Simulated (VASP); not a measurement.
A run of VASP 6.6.1 is set up as follows.

File INCAR:

```
PREC = Accurate ; ENCUT = 520
EDIFF = 1E-7 ; ISMEAR = 0
SIGMA = 0.05 ; LREAL = F
LASPH = T ; NELM = 80
ALGO = Normal ; ISIF = 2
LWAVE = F ; LCHARG = T
GGA = PE ; LELF = T
LVHAR = T ; NBANDS = 35
```

KPOINTS

```
Automatic mesh
0
Gamma
  9 9 2
```

POSCAR

```
Te2Mo
1.0
   -1.7785332447     -3.0805099428      0.0000000000
    1.7785332447     -3.0805099428      0.0000000000
    0.0000000000      0.0000000000     21.2047171722
Te Mo
4 2
Direct
    0.6666666667      0.6666666667      0.0940004241
    0.3333333333      0.3333333333      0.4525224701
    0.6666666667      0.6666666667      0.2645216220
    0.3333333333      0.3333333333      0.6230436680
    0.6666666667      0.6666666667      0.5377830690
    0.3333333333      0.3333333333      0.1792610230
```

Potentials or basis: VASP PAW PBE potentials, release 64 (Te, Mo_sv).

Launch:

```sh
$ cat potpaw_PBE.64/Te/POTCAR potpaw_PBE.64/Mo_sv/POTCAR > POTCAR
$ mpirun -np 1 vasp_std > vasp.out
```

Problem. What does it give for the band gap on the k mesh?

Solution. 1.05 eV, direct.

Problem. Predict the largest force.

Solution. 0.014 eV/Å.

Forces in eV/Å, atoms in the order of the input:
```
Te   0.000  0.000 -0.001
Te   0.000  0.000 -0.013
Te   0.000  0.000  0.013
Te   0.000  0.000  0.001
Mo   0.000  0.000  0.014
Mo   0.000  0.000 -0.014
```

Caveat: spin-orbit coupling is left out, which moves the levels of the heavy elements.
